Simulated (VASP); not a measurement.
Set up this calculation in VASP 6.6.1, as the native input.

```yaml
Task: single point
Functional: PBE
Potentials_or_basis: VASP PAW PBE potentials, release 64 (Sn_d, O)
Cutoff: 520 eV
k_mesh: 6 × 6 × 8
Occupations: gaussian, width 0.05 eV
Spin: no spin polarisation
Dipole_correction: no
Further_INCAR_settings: ALGO = Normal; EDIFF = 1e-06; NBANDS = 35
```

The structure of SnO2 lies in POSCAR:

```
SnO2
1.0
    4.7528685914      0.0000000000      0.0000000000
    0.0000000000      4.7528820433      0.0000000000
    0.0000000000      0.0000000000      3.3407913329
Sn O
2 4
Direct
    0.5000000000      0.5000000000      0.5000000000
    0.0000000000      0.0000000000      0.0000000000
    0.3358655675      0.3359234599      0.0000000000
    0.8358655675      0.1640765401      0.5000000000
    0.1641344325      0.8359234599      0.5000000000
    0.6641344325      0.6640765401      0.0000000000
```

This cell differs from its parent crystal: atoms shifted along a free coordinate, c/a of the conventional cell at fixed volume 0.7029.

One way to write it, as run:

INCAR

```
SYSTEM = SnO2
ALGO = Normal ; EDIFF = 1E-6
ENCUT = 520 ; GGA = PE
ISIF = 2 ; ISMEAR = 0
LASPH = .True. ; LCHARG = .True.
LELF = .True. ; LREAL = .False.
LVHAR = .True. ; LWAVE = .False.
NBANDS = 35 ; NELM = 60
PREC = Accurate ; SIGMA = 0.05
```

KPOINTS

```
k-points
0
Gamma
  6 6 8
  0 0 0
```

Potentials or basis: VASP PAW PBE potentials, release 64 (Sn_d, O).

Command:

```bash
$ cat potpaw_PBE.64/Sn_d/POTCAR potpaw_PBE.64/O/POTCAR > POTCAR
$ mpirun -np 1 vasp_std > vasp.out
```

Results of the run:

The pressure is 11.2 GPa. The largest force is 4.982 eV/Å and the band gap on the k mesh is 0.72 eV.

Caveat: the cell stands under pressure; semilocal functionals underestimate gaps, and a narrow one can read as zero; spin-orbit coupling is left out, which moves the levels of the heavy elements; forces of over 1 eV/Å act on the atoms, so gaps and moduli don't describe the material at rest.

Run time: 78 s on 1 thread of AMD EPYC 9R45 96-Core Processor (Zen 5) (shared host), peak memory 0.26 GiB.
